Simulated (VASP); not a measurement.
# TaCuN2 (R-3m) in VASP: single point with LDA+U

Aim: the single point of TaCuN2 with LDA+U.

All numbers are computed with VASP 6.6.1; they aren't measurements. Logs are shortened: lines on timing, memory, paths and dates and some standing lists are left out, and cuts for length are marked.

## Step 1: The cell of the first run

The structure is trigonal, space group R-3m (No. 166). Conventional cell: a = 3.136 Å, b = 3.136 Å, c = 17.438 Å, α = 90.00°, β = 90.00°, γ = 120.00°. Within 2.6 Å of Ta (site symmetry -3m) lie 6 N at 1.99 Å. Within 2.7 Å of Cu (site symmetry -3m) lie 2 N at 2.08 Å. N (site symmetry 3m) has 3 Ta at 1.99 Å and 1 Cu at 2.08 Å and 3 N at 2.46 Å within 2.6 Å.

## Step 2: Single point, LDA+U, collinear spin, zero start

File INCAR:

```
PREC     = Accurate       # precision mode
ENCUT    = 520            # plane-wave cutoff, eV
EDIFF    = 1E-6           # SCF threshold, eV
ISMEAR   = 0              # smearing method
SIGMA    = 0.05           # smearing width, eV
LREAL    = F              # projectors in reciprocal space
LASPH    = T              # aspherical terms in the spheres
NELM     = 150            # most SCF steps
ALGO     = Normal         # electronic algorithm
ISIF     = 2              # what is computed and relaxed
LWAVE    = F              # write WAVECAR
LCHARG   = T              # write CHGCAR
ISPIN    = 2              # spin polarisation
MAGMOM   = 0 0 0 0        # initial moments
LORBIT   = 11             # projections on sites
LMAXMIX  = 4              # l up to which the mixer works
LDAU     = T              # DFT+U
LDAUTYPE = 1            
LDAUL    = 2 2 -1         # shell
LDAUU    = 2 2 0          # U, eV
LDAUJ    = 0.5 0.5 0    
LDAUPRINT= 1            
LELF     = T              # ELF
LVHAR    = T            
NBANDS   = 28             # bands
```

File KPOINTS:

```
Automatic mesh
0
Gamma
  7 7 7
```

File POSCAR:

```
TaCuN2
1.0
    1.5680006800      0.9052856200      5.8126690500
   -1.5680006800      0.9052856200      5.8126690500
    0.0000000000     -1.8105712300      5.8126690500
Ta Cu N
1 1 2
Direct
    0.5000000000      0.5000000000      0.5000000000
    0.0000000000      0.0000000000      0.0000000000
    0.1190000000      0.1190000000      0.1190000000
    0.8810000000      0.8810000000      0.8810000000
```

Potentials or basis: VASP PAW LDA potentials, release 64 (Ta_pv, Cu, N).

On the command line:

```sh
cat potpaw_LDA.64/Ta_pv/POTCAR potpaw_LDA.64/Cu/POTCAR potpaw_LDA.64/N/POTCAR > POTCAR
mpirun -np 1 vasp_std > vasp.out
```

OUTCAR:

```text
PREC = Accurate
   ENCUT = 520
   EDIFF = 1E-6
   ISMEAR = 0
   LREAL = F
   LASPH = T
   NELM = 150
   ISIF = 2
   ISPIN = 2
   LORBIT = 11

 ion  position               nearest neighbor table
   1  0.500  0.500  0.500-   3 1.99   3 1.99   4 1.99   4 1.99   3 1.99   4 1.99
   2  0.000  0.000  0.000-   3 2.08   4 2.08
   3  0.119  0.119  0.119-   1 1.99   1 1.99   1 1.99   2 2.08
   4  0.881  0.881  0.881-   1 1.99   1 1.99   1 1.99   2 2.08

  LATTYP: Found a trigonal (rhomboedric) cell.
 ALAT       =     6.0881269428
 COS(alpha) =     0.8673353878

  Lattice vectors:

 A1 = (   1.5680006800,   0.9052856200,   5.8126690500)
 A2 = (  -1.5680006800,   0.9052856200,   5.8126690500)
 A3 = (   0.0000000000,  -1.8105712300,   5.8126690500)

Analysis of symmetry for initial positions (statically):
=====================================================================
 Subroutine PRICEL returns:
 Original cell was already a primitive cell.

 Routine SETGRP: Setting up the symmetry group for a
 trigonal (rhombohedral) supercell.

 Subroutine GETGRP returns: Found 12 space group operations
 (whereof 12 operations were pure point group operations)
 out of a pool of 12 trial point group operations.

The static configuration has the point symmetry D_3d.

Analysis of symmetry for dynamics (positions and initial velocities):
=====================================================================
 Subroutine PRICEL returns:
 Original cell was already a primitive cell.

 Routine SETGRP: Setting up the symmetry group for a
 trigonal (rhombohedral) supercell.

 Subroutine GETGRP returns: Found 12 space group operations
 (whereof 12 operations were pure point group operations)
 out of a pool of 12 trial point group operations.

The dynamic configuration has the point symmetry D_3d.

Analysis of structural, dynamic, and magnetic symmetry:
=====================================================================
 Subroutine PRICEL returns:
 Original cell was already a primitive cell.

 Routine SETGRP: Setting up the symmetry group for a
 trigonal (rhombohedral) supercell.

 Subroutine GETGRP returns: Found 12 space group operations
 (whereof 12 operations were pure point group operations)
 out of a pool of 12 trial point group operations.

The overall configuration has the point symmetry D_3d.

 Subroutine INISYM returns: Found 12 space group operations
 (whereof 12 operations are pure point group operations),
 and found     1 'primitive' translations

----------------------------------------------------------------------------------------

                                     Primitive cell

  volume of cell :      49.5061

  direct lattice vectors                    reciprocal lattice vectors
     1.568000680  0.905285620  5.812669050     0.318877413  0.184103960  0.057346002
    -1.568000680  0.905285620  5.812669050    -0.318877413  0.184103960  0.057346002
     0.000000000 -1.810571230  5.812669050     0.000000000 -0.368207919  0.057346003

  length of vectors
[... 129 lines left out ...]
 number of electron      31.9999998 magnetization       0.0000000

atom =   1  type =  1  l = 2

 onsite density matrix

spin component  1

  0.2511 -0.0000  0.0000 -0.0916  0.0000
 -0.0000  0.2698 -0.0000 -0.0000 -0.0916
  0.0000 -0.0000  0.1448 -0.0000  0.0000
 -0.0916 -0.0000 -0.0000  0.2698  0.0000
  0.0000 -0.0916  0.0000  0.0000  0.2511

spin component  2

  0.2511 -0.0000  0.0000 -0.0916  0.0000
 -0.0000  0.2698 -0.0000 -0.0000 -0.0916
  0.0000 -0.0000  0.1448 -0.0000  0.0000
 -0.0916 -0.0000 -0.0000  0.2698  0.0000
  0.0000 -0.0916  0.0000  0.0000  0.2511

 occupancies and eigenvectors

  o =  0.1448  v =  0.0000  0.0000  0.0000  0.0000  0.0000 -0.0000 -0.0000  1.0000 -0.0000 -0.0000      0.0000  0.0000  0.0000  0.0000  0.0000  0.0000  0.0000  0.0000  0.0000  0.0000
  o =  0.1448  v =  0.0000  0.0000 -1.0000  0.0000  0.0000  0.0000  0.0000  0.0000  0.0000  0.0000      0.0000  0.0000  0.0000  0.0000  0.0000  0.0000  0.0000  0.0000  0.0000  0.0000
  o =  0.1684  v = -0.7420  0.0000  0.0000 -0.6704  0.0000  0.0000  0.0000  0.0000  0.0000  0.0000      0.0000  0.0000  0.0000  0.0000  0.0000  0.0000  0.0000  0.0000  0.0000  0.0000
  o =  0.1684  v =  0.0000  0.6704  0.0000  0.0000  0.7420  0.0000  0.0000  0.0000  0.0000  0.0000      0.0000  0.0000  0.0000  0.0000  0.0000  0.0000  0.0000  0.0000  0.0000  0.0000
  o =  0.1684  v =  0.0000  0.0000  0.0000  0.0000  0.0000  0.7420  0.0000  0.0000  0.6704  0.0000      0.0000  0.0000  0.0000  0.0000  0.0000  0.0000  0.0000  0.0000  0.0000  0.0000
  o =  0.1684  v =  0.0000  0.0000  0.0000  0.0000  0.0000  0.0000 -0.6704 -0.0000  0.0000 -0.7420      0.0000  0.0000  0.0000  0.0000  0.0000  0.0000  0.0000  0.0000  0.0000  0.0000
  o =  0.3525  v =  0.0000  0.0000  0.0000  0.0000  0.0000 -0.6704  0.0000 -0.0000  0.7420 -0.0000      0.0000  0.0000  0.0000  0.0000  0.0000  0.0000  0.0000  0.0000  0.0000  0.0000
  o =  0.3525  v =  0.0000  0.0000  0.0000  0.0000  0.0000  0.0000  0.7420 -0.0000 -0.0000 -0.6704      0.0000  0.0000  0.0000  0.0000  0.0000  0.0000  0.0000  0.0000  0.0000  0.0000
  o =  0.3525  v =  0.6704  0.0000  0.0000 -0.7420  0.0000  0.0000  0.0000  0.0000  0.0000  0.0000      0.0000  0.0000  0.0000  0.0000  0.0000  0.0000  0.0000  0.0000  0.0000  0.0000
  o =  0.3525  v =  0.0000 -0.7420  0.0000  0.0000  0.6704  0.0000  0.0000  0.0000  0.0000  0.0000      0.0000  0.0000  0.0000  0.0000  0.0000  0.0000  0.0000  0.0000  0.0000  0.0000

atom =   2  type =  2  l = 2

 onsite density matrix

spin component  1

  0.9404 -0.0000  0.0000  0.0013 -0.0000
 -0.0000  0.9518  0.0000 -0.0000  0.0013
  0.0000  0.0000  0.8619  0.0000  0.0000
  0.0013 -0.0000  0.0000  0.9518  0.0000
 -0.0000  0.0013  0.0000  0.0000  0.9404

spin component  2

  0.9404 -0.0000  0.0000  0.0013 -0.0000
 -0.0000  0.9518  0.0000 -0.0000  0.0013
  0.0000  0.0000  0.8619  0.0000  0.0000
  0.0013 -0.0000  0.0000  0.9518  0.0000
 -0.0000  0.0013  0.0000  0.0000  0.9404

 occupancies and eigenvectors

  o =  0.8619  v = -0.0000 -0.0000  1.0000  0.0000 -0.0000  0.0000  0.0000  0.0000  0.0000  0.0000      0.0000  0.0000  0.0000  0.0000  0.0000  0.0000  0.0000  0.0000  0.0000  0.0000
  o =  0.8619  v =  0.0000  0.0000  0.0000  0.0000  0.0000  0.0000  0.0000 -1.0000  0.0000  0.0000      0.0000  0.0000  0.0000  0.0000  0.0000  0.0000  0.0000  0.0000  0.0000  0.0000
  o =  0.9403  v =  0.9940 -0.0000  0.0000 -0.1094  0.0000  0.0000  0.0000  0.0000  0.0000  0.0000      0.0000  0.0000  0.0000  0.0000  0.0000  0.0000  0.0000  0.0000  0.0000  0.0000
  o =  0.9403  v =  0.0000  0.1094 -0.0000 -0.0000 -0.9940  0.0000  0.0000  0.0000  0.0000  0.0000      0.0000  0.0000  0.0000  0.0000  0.0000  0.0000  0.0000  0.0000  0.0000  0.0000
  o =  0.9403  v =  0.0000  0.0000  0.0000  0.0000  0.0000 -0.9940  0.0000  0.0000  0.1094 -0.0000      0.0000  0.0000  0.0000  0.0000  0.0000  0.0000  0.0000  0.0000  0.0000  0.0000
  o =  0.9403  v =  0.0000  0.0000  0.0000  0.0000  0.0000  0.0000 -0.1094  0.0000  0.0000  0.9940      0.0000  0.0000  0.0000  0.0000  0.0000  0.0000  0.0000  0.0000  0.0000  0.0000
  o =  0.9519  v =  0.0000  0.0000  0.0000  0.0000  0.0000  0.1094  0.0000  0.0000  0.9940 -0.0000      0.0000  0.0000  0.0000  0.0000  0.0000  0.0000  0.0000  0.0000  0.0000  0.0000
  o =  0.9519  v =  0.0000  0.0000  0.0000  0.0000  0.0000  0.0000 -0.9940 -0.0000 -0.0000 -0.1094      0.0000  0.0000  0.0000  0.0000  0.0000  0.0000  0.0000  0.0000  0.0000  0.0000
  o =  0.9520  v = -0.1094 -0.0000 -0.0000 -0.9940 -0.0000  0.0000  0.0000  0.0000  0.0000  0.0000      0.0000  0.0000  0.0000  0.0000  0.0000  0.0000  0.0000  0.0000  0.0000  0.0000
  o =  0.9520  v =  0.0000 -0.9940 -0.0000  0.0000 -0.1094  0.0000  0.0000  0.0000  0.0000  0.0000      0.0000  0.0000  0.0000  0.0000  0.0000  0.0000  0.0000  0.0000  0.0000  0.0000

 number of electron      31.9999998 magnetization      -0.0000000

 Free energy of the ion-electron system (eV)
  ---------------------------------------------------
  ext. energy  EPLUGINS =         0.00000000
  ---------------------------------------------------
  free energy    TOTEN  =       -34.83491590 eV

  energy without entropy =      -34.83491590  energy(sigma->0) =      -34.83491590

 E-fermi :   4.9613     XC(G=0): -11.8211

 val. band max:        4.7544897966   @ k =   0.4286   0.4286   0.4286
 cond. band min:       5.8549466620   @ k =  -0.4286  -0.4286   0.2857
 fundamental gap:      1.1004568655
 Fermi energy:         4.9612589592

 spin component 1

 k-point     1 :       0.0000    0.0000    0.0000
  band No.  band energies     occupation
      1     -30.2038      1.00000
      2     -29.9054      1.00000
      3     -29.9054      1.00000
      4     -11.8026      1.00000
      5      -7.6042      1.00000
      6      -2.3105      1.00000
[... 1481 lines left out ...]
     27      17.6089      0.00000
     28      19.2831      0.00000

 [... further k-points ...]
[... 5 lines left out ...]
  --------------------------------------------------------------------------------------
  -------------------------------------------------------------------------------------
  Total        7.7189822      7.7189822     -0.0602946      0.0000000     -0.0000000      0.0000000
  in kB      249.8112014    249.8112025     -1.9513272      0.0000000     -0.0000000      0.0000000
  external PRESSURE =     165.8903589 kB  Pullay stress =       0.0000000 kB

 VOLUME and BASIS-vectors are now :
 -----------------------------------------------------------------------------
  energy-cutoff  :      520.00
  volume of cell :       49.51
      direct lattice vectors                 reciprocal lattice vectors
     1.568000680  0.905285620  5.812669050     0.318877413  0.184103960  0.057346002
    -1.568000680  0.905285620  5.812669050    -0.318877413  0.184103960  0.057346002
     0.000000000 -1.810571230  5.812669050     0.000000000 -0.368207919  0.057346003

 POSITION                                       TOTAL-FORCE (eV/Angst)
 -----------------------------------------------------------------------------------
      0.00000      0.00000      8.71900         0.000000      0.000000      0.000000
      0.00000      0.00000      0.00000        -0.000000      0.000000      0.000000
      0.00000      0.00000      2.07512        -0.000000     -0.000000     -6.584592
      0.00000      0.00000     15.36288        -0.000000      0.000000      6.584592
 -----------------------------------------------------------------------------------
    total drift:                               -0.000000     -0.000000      0.000000

  FREE ENERGIE OF THE ION-ELECTRON SYSTEM (eV)
  ---------------------------------------------------
  free  energy   TOTEN  =       -34.8349158991 eV

  energy  without entropy=      -34.8349158991  energy(sigma->0) =      -34.83491590

 total charge

# of ion       s       p       d       tot
------------------------------------------
    1        0.386   6.421   2.316   9.123
    2        0.357   0.216   9.273   9.846
    3        1.258   2.565   0.000   3.823
    4        1.258   2.565   0.000   3.823
--------------------------------------------------
tot          3.259  11.767  11.589  26.615

 magnetization (x)

# of ion       s       p       d       tot
------------------------------------------
    1       -0.000   0.000   0.000   0.000
    2        0.000   0.000   0.000   0.000
    3       -0.000   0.000   0.000  -0.000
    4       -0.000   0.000   0.000  -0.000
--------------------------------------------------
tot         -0.000   0.000   0.000   0.000
```

Run time: 11 min. Hardware: 1 thread of Intel Xeon 8259CL, shared host; peak memory 0.34 GiB.

What came out:

```
Free energy                                           : -34.8349 eV
Pressure                                              : 16.6 GPa
Largest force                                         : 6.585 eV/Å
Band gap on the k mesh                                : 1.10 eV, indirect (least direct gap 1.68 eV)
Net moment                                            : 0.00 μB per cell
Valence electrons inside the program's atomic spheres : Ta 9.12; Cu 9.85; N 3.82
```

Forces on the atoms (eV/Å):
```
Ta   0.000  0.000  0.000
Cu   0.000  0.000  0.000
N    0.000  0.000 -6.585
N    0.000  0.000  6.585
```

Eigenvalues of the final occupation matrices:
| site | spin | trace | eigenvalues |
| --- | --- | --- | --- |
| site 1 d | 1 | 1.19 | 0.14 0.17 0.17 0.35 0.35 |
| site 1 d | 2 | 1.19 | 0.14 0.17 0.17 0.35 0.35 |
| site 2 d | 1 | 4.65 | 0.86 0.94 0.94 0.95 0.95 |
| site 2 d | 2 | 4.65 | 0.86 0.94 0.94 0.95 0.95 |

Caveat: spin-orbit coupling is left out, which moves the levels of the heavy elements; forces of over 1 eV/Å act on the atoms, so gaps and moduli don't describe the material at rest.
